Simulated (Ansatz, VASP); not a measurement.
**Two plane-wave programs on MoN2**

INCAR

```
PREC = Accurate
ENCUT = 520
EDIFF = 1E-6
ISMEAR = 0
SIGMA = 0.15
LREAL = F
LASPH = T
NELM = 80
ALGO = Normal
ISIF = 2
LWAVE = F
LCHARG = F
GGA = PE
NBANDS = 33
```

The input KPOINTS:

```
regular mesh
0
Gamma
  12 12 18
```

POSCAR

```
MoN2
1.0
    4.3330619473      0.0000000000      0.0000000000
    0.0000000000      4.3330619473      0.0000000000
    0.0000000000      0.0000000000      2.7518917152
Mo N
2 4
Direct
    0.5000000000      0.5000000000      0.0000000000
    0.0000000000      0.0000000000      0.0000000000
    0.8879039728      0.3879039728      0.3183068043
    0.1120960272      0.6120960272      0.3183068043
    0.3879039728      0.1120960272      0.3183068043
    0.6120960272      0.8879039728      0.3183068043
```

Input for Ansatz:

```yaml
crystal:
  lattice:
    - [4.3330619473, 0.0, 0.0]
    - [0.0, 4.3330619473, 0.0]
    - [0.0, 0.0, 2.7518917152]
  atoms:
    - { symbol: Mo, position: [0.5, 0.5, 0.0] }
    - { symbol: Mo, position: [0.0, 0.0, 0.0] }
    - { symbol: "N", position: [0.8879039728, 0.3879039728, 0.3183068043] }
    - { symbol: "N", position: [0.1120960272, 0.6120960272, 0.3183068043] }
    - { symbol: "N", position: [0.3879039728, 0.1120960272, 0.3183068043] }
    - { symbol: "N", position: [0.6120960272, 0.8879039728, 0.3183068043] }
basis:
  ecutwfc: 420
kpoints:
  mp_grid: { grid: [12, 12, 18] }
hamiltonian:
  xc: pbe
scf:
  occupations: { method: gaussian, width: 0.15 }
output:
  forces: true
  stress: true
  eigenvalues: true
```

Change from the starting cell: all N atoms moved -0.500 Å, as atom 3 along Cartesian [0 0 1].

Alike in both runs: task single point; functional PBE; k mesh 12 × 12 × 18; occupations gaussian, width 0.15 eV; no spin polarisation.

|  | VASP | Ansatz |
| --- | --- | --- |
| version | VASP 6.6.1 | Ansatz 0.2.0 |
| potentials or method | VASP PAW PBE potentials, release 64 (Mo_sv, N), cutoff 520 eV | scalar-relativistic, plane waves, PAW |
| valence electrons in the cell | 48 | 48 |

|  | VASP | Ansatz | Ansatz less VASP |
| --- | --- | --- | --- |
| gap on the k mesh at the Fermi level (eV) | none | none | - |
| rms of the force components (eV/Å) | 2.044 | 2.041 | -0.0029 |

Atom by atom the forces differ by 0.033 eV/Å (rms over components). A gap of «none» marks a metal or a gap that the smearing closes.
